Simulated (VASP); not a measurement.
# CoSi2 (Fm-3m) in VASP: notebook, part 2 of 3

VASP 6.6.1. Earlier steps stand in the parts before.

**3. Single point, PBEsol, collinear spin, ferromagnetic start (12.00 Å³/atom)**

This run uses another cell than the first one, of 12.00 Å³/atom.

File INCAR:

```
SYSTEM = CoSi2
PREC     = Accurate       ! precision mode
ENCUT    = 520            ! plane-wave cutoff, eV
EDIFF    = 1E-7           ! SCF threshold, eV
ISMEAR   = 0              ! smearing method
SIGMA    = 0.15           ! smearing width, eV
LREAL    = .FALSE.        ! projectors in reciprocal space
LASPH    = .TRUE.         ! aspherical terms in the spheres
NELM     = 150            ! most SCF steps
ALGO     = Normal         ! electronic algorithm
ISIF     = 2              ! what is computed and relaxed
LWAVE    = .FALSE.        ! write WAVECAR
LCHARG   = .FALSE.        ! write CHGCAR
ISPIN    = 2              ! spin polarisation
MAGMOM   = 1.1 0 0        ! initial moments
LORBIT   = 11             ! projections on sites
NUPDOWN  = 1.1            ! fixed moment
LMAXMIX  = 4              ! l up to which the mixer works
GGA      = PS             ! functional
NBANDS   = 20             ! bands
```

File KPOINTS:

```
regular mesh
0
G
  14 14 14
  0 0 0
```

File POSCAR:

```
CoSi2
1.0
    0.0000000000      2.6204501684      2.6204501684
    2.6204501684      0.0000000000      2.6204501684
    2.6204501684      2.6204501684      0.0000000000
Co Si
1 2
Direct
    0.0000000000      0.0000000000      0.0000000000
    0.2500000000      0.2500000000      0.2500000000
    0.7500000000      0.7500000000      0.7500000000
```

Potentials or basis: VASP PAW PBE potentials, release 64 (Co, Si).

Run with:

```sh
> cat potpaw_PBE.64/Co/POTCAR potpaw_PBE.64/Si/POTCAR > POTCAR
> mpirun -np 1 vasp_std > vasp.out
```

OUTCAR:

```text
SYSTEM = CoSi2
   PREC = Accurate
   ENCUT = 520
   EDIFF = 1E-7
   ISMEAR = 0
   LREAL = .FALSE.
   LASPH = .TRUE.
   NELM = 150
   ISIF = 2
   ISPIN = 2
   LORBIT = 11
   NUPDOWN = 1.1
   GGA = PS

 ion  position               nearest neighbor table
   1  0.000  0.000  0.000-   2 2.27   3 2.27   3 2.27   3 2.27   3 2.27   2 2.27   2 2.27   2 2.27

   2  0.250  0.250  0.250-   1 2.27   1 2.27   1 2.27   1 2.27   3 2.62   3 2.62   3 2.62   3 2.62
                             3 2.62   3 2.62
   3  0.750  0.750  0.750-   1 2.27   1 2.27   1 2.27   1 2.27   2 2.62   2 2.62   2 2.62   2 2.62
                             2 2.62   2 2.62

  LATTYP: Found a face centered cubic cell.
 ALAT       =     5.2409003368

  Lattice vectors:

 A1 = (   0.0000000000,   2.6204501684,   2.6204501684)
 A2 = (   2.6204501684,   0.0000000000,   2.6204501684)
 A3 = (   2.6204501684,   2.6204501684,   0.0000000000)

Analysis of symmetry for initial positions (statically):
=====================================================================
 Subroutine PRICEL returns:
 Original cell was already a primitive cell.

 Routine SETGRP: Setting up the symmetry group for a
 face centered cubic supercell.

 Subroutine GETGRP returns: Found 48 space group operations
 (whereof 48 operations were pure point group operations)
 out of a pool of 48 trial point group operations.

The static configuration has the point symmetry O_h .

Analysis of symmetry for dynamics (positions and initial velocities):
=====================================================================
 Subroutine PRICEL returns:
 Original cell was already a primitive cell.

 Routine SETGRP: Setting up the symmetry group for a
 face centered cubic supercell.

 Subroutine GETGRP returns: Found 48 space group operations
 (whereof 48 operations were pure point group operations)
 out of a pool of 48 trial point group operations.

The dynamic configuration has the point symmetry O_h .

Analysis of structural, dynamic, and magnetic symmetry:
=====================================================================
 Subroutine PRICEL returns:
 Original cell was already a primitive cell.

 Routine SETGRP: Setting up the symmetry group for a
 face centered cubic supercell.

 Subroutine GETGRP returns: Found 48 space group operations
 (whereof 48 operations were pure point group operations)
 out of a pool of 48 trial point group operations.

The overall configuration has the point symmetry O_h .

 Subroutine INISYM returns: Found 48 space group operations
 (whereof 48 operations are pure point group operations),
 and found     1 'primitive' translations

----------------------------------------------------------------------------------------

                                     Primitive cell

  volume of cell :      35.9880

  direct lattice vectors                    reciprocal lattice vectors
     0.000000000  2.620450168  2.620450168    -0.190806910  0.190806910  0.190806910
     2.620450168  0.000000000  2.620450168     0.190806910 -0.190806910  0.190806910
     2.620450168  2.620450168  0.000000000     0.190806910  0.190806910 -0.190806910

  length of vectors
     3.705876168  3.705876168  3.705876168     0.330487263  0.330487263  0.330487263

[... 71 lines left out ...]
   NGXF,Y,Z  is equivalent  to a cutoff of  25.12, 25.12, 25.12 a.u.
 SYSTEM =  CoSi2
   PREC   = accura    normal or accurate (medium, high low for compatibility)
   ISTART =      0    job   : 0-new  1-cont  2-samecut
   ICHARG =      2    charge: 1-file 2-atom 10-const
   ISPIN  =      2    spin polarized calculation?
   LNONCOLLINEAR =      F non collinear calculations
   LSORBIT =      F    spin-orbit coupling
   LASPH  =      T    aspherical Exc in radial PAW
   ENCUT  =  520.0 eV  38.22 Ry    6.18 a.u.   6.89  6.89  6.89*2*pi/ulx,y,z
   NELM   =    150;   NELMIN=  2; NELMDL= -5     # of ELM steps
   EDIFF  = 0.1E-06   stopping-criterion for ELM
   LREAL  =      F    real-space projection
   EDIFFG = 0.1E-05   stopping-criterion for IOM
   NSW    =      0    number of steps for IOM
   IBRION =     -1    ionic relax: 0-MD 1-quasi-New 2-CG
   NFREE  =      0    steps in history (QN), initial steepest desc. (CG)
   ISIF   =      2    stress and relaxation
   ISYM   =      2    0-nonsym 1-usesym 2-fastsym
   POTIM  = 0.5000    time-step for ionic-motion
   TEBEG  =    0.0;   TEEND  =   0.0 temperature during run
   PSTRESS=    0.0 pullay stress
   NELECT =      17.0000    total number of electrons
   NUPDOWN=       1.1000    fix difference up-down
   EMIN   =  10.00;   EMAX   =-10.00  energy-range for DOS
   EFERMI =   0.00;   METHOD = LEGACY
   ISMEAR =     0;   SIGMA  =   0.15  broadening in eV -4-tet -1-fermi 0-gaus
   EFERMI_NEDOS =   21; number of points for ismear=-14 and -15
   IALGO  =     38    algorithm
   IMIX   =      4    mixing-type and parameters
     AMIX     =   0.40;   BMIX     =  1.00
     AMIX_MAG =   1.60;   BMIX_MAG =  1.00
  volume/ion in A,a.u.               =      12.00        80.95
  Fermi-wavevector in a.u.,A,eV,Ry     =   1.274985  2.409373 22.117467  1.625588
  Thomas-Fermi vector in A             =   2.407723
   LORBIT       =     11    0 simple, 1 ext, 2 COOP (PROOUT), +10 PAW based schemes
   GGA     = PS    functional components
   LHFCALC =     F    Hartree Fock is set to
   AEXX    =    0.0000 exact exchange contribution
   IVDW    =     0    specifies the selected vdW correction
   LEPSILON=     F    determine dielectric tensor
   LRPA    =     F    only Hartree local field effects (RPA)
 spin polarized calculation
 Gauss-broadening in eV      SIGMA  =   0.15
  energy-cutoff  :      520.00
  volume of cell :       35.99
 maximum number of plane-waves:       984
   NGX = 13   NGY = 13   NGZ = 13

 number of electron      17.0000005 magnetization       1.1000000

 Free energy of the ion-electron system (eV)
  ---------------------------------------------------
  ext. energy  EPLUGINS =         0.00000000
  ---------------------------------------------------
  free energy    TOTEN  =       -20.31517040 eV

  energy without entropy =      -20.29465260  energy(sigma->0) =      -20.30491150

 E-fermi :  10.3883     XC(G=0): -12.1549

 val. band max:       12.7095134193   @ k =   0.4286   0.2857   0.0000
 cond. band min:      10.3888352227   @ k =  -0.4286   0.0714   0.0000
 fundamental gap:     -2.3206781966
 Fermi energy:        12.7112646994

 spin component 1

 k-point     1 :       0.0000    0.0000    0.0000
  band No.  band energies     occupation
      1      -2.8554      1.00000
      2       6.2815      1.00000
      3       6.2815      1.00000
      4       6.2815      1.00000
      5       8.4198      1.00000
      6       8.4198      1.00000
[... 541 lines left out ...]
     19      25.8828      0.00000
     20      28.0868      0.00000

 [... further k-points ...]

 spin component 2

 k-point     1 :       0.0000    0.0000    0.0000
  band No.  band energies     occupation
      1      -2.5943      1.00000
      2       6.6897      1.00000
      3       6.6897      1.00000
      4       6.6897      1.00000
      5       8.9660      1.00000
      6       8.9660      1.00000
[... 541 lines left out ...]
     19      26.0713      0.00000
     20      28.3754      0.00000

 [... further k-points ...]
[... 5 lines left out ...]
  --------------------------------------------------------------------------------------
  -------------------------------------------------------------------------------------
  Total        3.1827003      3.1827003      3.1827003      0.0000000      0.0000000      0.0000000
  in kB      141.6930721    141.6930721    141.6930721      0.0000000      0.0000000      0.0000000
  external PRESSURE =     141.6930721 kB  Pullay stress =       0.0000000 kB

 VOLUME and BASIS-vectors are now :
 -----------------------------------------------------------------------------
  energy-cutoff  :      520.00
  volume of cell :       35.99
      direct lattice vectors                 reciprocal lattice vectors
     0.000000000  2.620450168  2.620450168    -0.190806910  0.190806910  0.190806910
     2.620450168  0.000000000  2.620450168     0.190806910 -0.190806910  0.190806910
     2.620450168  2.620450168  0.000000000     0.190806910  0.190806910 -0.190806910

 POSITION                                       TOTAL-FORCE (eV/Angst)
 -----------------------------------------------------------------------------------
      0.00000      0.00000      0.00000         0.000000     -0.000000      0.000000
      1.31023      1.31023      1.31023        -0.000000     -0.000000     -0.000000
      3.93068      3.93068      3.93068         0.000000      0.000000      0.000000
 -----------------------------------------------------------------------------------
    total drift:                               -0.000000     -0.000000      0.000000

  FREE ENERGIE OF THE ION-ELECTRON SYSTEM (eV)
  ---------------------------------------------------
  free  energy   TOTEN  =       -20.3151704033 eV

  energy  without entropy=      -20.2946526031  energy(sigma->0) =      -20.30491150

 total charge

# of ion       s       p       d       tot
------------------------------------------
    1        0.580   0.810   7.646   9.036
    2        0.732   0.910   0.000   1.642
    3        0.732   0.910   0.000   1.642
--------------------------------------------------
tot          2.044   2.630   7.646  12.321

 magnetization (x)

# of ion       s       p       d       tot
------------------------------------------
    1        0.012   0.142   0.518   0.672
    2        0.022   0.069   0.000   0.090
    3        0.022   0.069   0.000   0.090
--------------------------------------------------
tot          0.055   0.279   0.518   0.853
```

It took 84 s on 1 thread of Intel Xeon 6975P-C (Granite Rapids), shared host; peak memory 0.25 GiB.

What came out:

```yaml
Free_energy: -20.3152 eV
Pressure: 14.2 GPa
Net_moment: 1.10 μB per cell
Site_moments: Co +0.67; Si +0.09 μB
Valence_electrons_inside_the_program's_atomic_spheres: Co 9.04; Si 1.64
```

Caveat: the cell stands under pressure; the PAW data sets were made with another functional, which shifts forces and pressure a little; the total moment is fixed, so each spin has its own Fermi level.

(Part 2 of 3 ends here.)
